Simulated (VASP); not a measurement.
Si2C: relaxation of cell and atoms with PBE

Si2C:

```xyz
9
Lattice="6.2138 0.0000 0.0000 -3.1069 5.3813 0.0000 0.0000 0.0000 3.8391" Properties=species:S:1:pos:R:3 pbc="T T T"
Si    0.7061    1.6904    1.5534
Si    1.2900    5.1476    2.8330
Si   -1.9961    3.9246    0.2737
Si    1.9961    3.9246    1.0060
Si   -0.7061    1.6904    3.5654
Si   -1.2900    5.1476    2.2857
C     2.7423    2.0043    1.2797
C     3.1069    1.3728    2.5594
C     3.4715    2.0043    0.0000
```

The cell was generated, and may not be a known phase.

| Quantity | Value |
| --- | --- |
| Program | VASP 6.6.1 |
| Task | relaxation of cell and atoms |
| Functional | PBE |
| Potentials or basis | VASP PAW PBE potentials, release 64 (Si, C) |
| Cutoff | 600 eV |
| k mesh | 6 × 6 × 10 |
| Occupations | gaussian, width 0.1 eV |
| Spin | no spin polarisation |
| Dipole correction | no |
| Further INCAR settings | ALGO = Normal; EDIFF = 1e-06; IBRION = 2; EDIFFG = -0.01; NSW = 100; ISIF = 3 |

```
Relaxed volume                        : 14.27 Å³/atom
Relaxed cell                          : a = 6.213 Å, b = 6.213 Å, c = 3.843 Å, α = 90.00°, β = 90.00°, γ = 120.00°
Space group after relaxing (to 0.1 Å) : P3_112 (No. 151)
Energy gained by relaxing             : 0.2 meV/atom
Ionic steps                           : 6
Pressure after relaxing               : 0.0 GPa
Largest force after relaxing          : 0.010 eV/Å
Band gap on the k mesh                : zero (bands 18 and 19 overlap by 0.74 eV)
```

Forces on the atoms (eV/Å):
```
Si  -0.008  0.003  0.004
Si   0.001 -0.008  0.004
Si   0.007  0.005  0.004
Si  -0.007  0.005 -0.004
Si   0.008  0.003 -0.004
Si  -0.001 -0.008 -0.004
C    0.008 -0.005  0.000
C    0.000  0.010  0.000
C   -0.008 -0.005  0.000
```

Step by step:
```csv
step,energy change (eV),largest force (eV/Å),pressure (GPa),volume (Å³)
1,0.0000,0.0777,0.24,128.37
2,-0.0012,0.0326,-0.25,128.77
3,-0.0012,0.0342,-0.23,128.75
4,-0.0018,0.0160,-0.04,128.52
5,-0.0018,0.0172,0.02,128.45
6,-0.0019,0.0097,0.01,128.46
```

Final structure:
```xyz
9
Lattice="6.2127 0.0000 0.0000 -3.1064 5.3804 0.0000 0.0000 0.0000 3.8431" Properties=species:S:1:pos:R:3 pbc="T T T"
Si    0.7078    1.6975    1.5543
Si    1.2824    5.1445    2.8353
Si   -1.9902    3.9187    0.2732
Si    1.9902    3.9187    1.0078
Si   -0.7078    1.6975    3.5699
Si   -1.2824    5.1445    2.2888
C     2.7418    2.0039    1.2810
C     3.1064    1.3725    2.5621
C     3.4709    2.0039    3.8431
```

Levels at points of the mesh, in eV from the Fermi level:
```
           k point  band 15  band 16  band 17  band 18  band 19  band 20  band 21  band 22
(0.00, 0.00, 0.00)    -1.15    -1.15    -1.14    -0.84     0.98     1.74     1.74     1.93
(0.50, 0.00, 0.00)    -1.42    -1.19    -1.03     0.12     0.42     1.07     1.44     1.91
(0.00, 0.00, 0.50)    -3.23    -0.04    -0.04     0.20     0.76     0.76     0.98     3.19
(0.50, 0.00, 0.50)    -3.22    -1.61    -1.25    -0.39     0.15     0.90     1.69     1.71
```

Wall time 5 min on 1 thread of AMD EPYC 9R45 96-Core Processor (Zen 5), on a shared host, peak memory 0.34 GiB.

Caveat: semilocal functionals underestimate gaps, and a narrow one can read as zero.
